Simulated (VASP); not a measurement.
The system is WS2.

```
W S
1.0
     3.16995    0.00000    0.00000
    -1.58497    2.74525    0.00000
     0.00000    0.00000   12.49107
W S
2 4
Direct
  0.33333 0.66667 0.25000
  0.66667 0.33333 0.75000
  0.66667 0.33333 0.37511
  0.66667 0.33333 0.12489
  0.33333 0.66667 0.87511
  0.33333 0.66667 0.62489
```

Base run:

| Quantity | Value |
| --- | --- |
| Program | VASP 6.6.1 |
| Functional | PBE |
| Potentials or basis | VASP PAW PBE potentials, release 64 (W_sv, S) |
| Cutoff | 520 eV |
| k mesh | 12 × 12 × 2 |
| Occupations | fermi-dirac, width 0.02 eV |
| Spin | no spin polarisation |

Its results: band gap on the k mesh 1.06 eV (least direct gap 1.78 eV); pressure 3.2 GPa; largest force 0.198 eV/Å.

Question: The run is repeated on the same cell with these changes: functional from PBE to r2SCAN; dispersion from none to rVV10. What comes out?

Answer: Band gap on the k mesh 1.15 eV (least direct gap 1.90 eV); pressure 0.4 GPa; largest force 0.042 eV/Å.

Several settings changed at once.

Caveats: spin-orbit coupling is left out, which moves the levels of the heavy elements; the cell stands under pressure (at least some runs); this functional lacks dispersion, which binds layers or chains, so the pressure and a relaxed spacing across them are unreliable (at least some runs); the PAW data sets were made with another functional, which shifts forces and pressure a little (at least some runs).

A k mesh can miss the band edges.
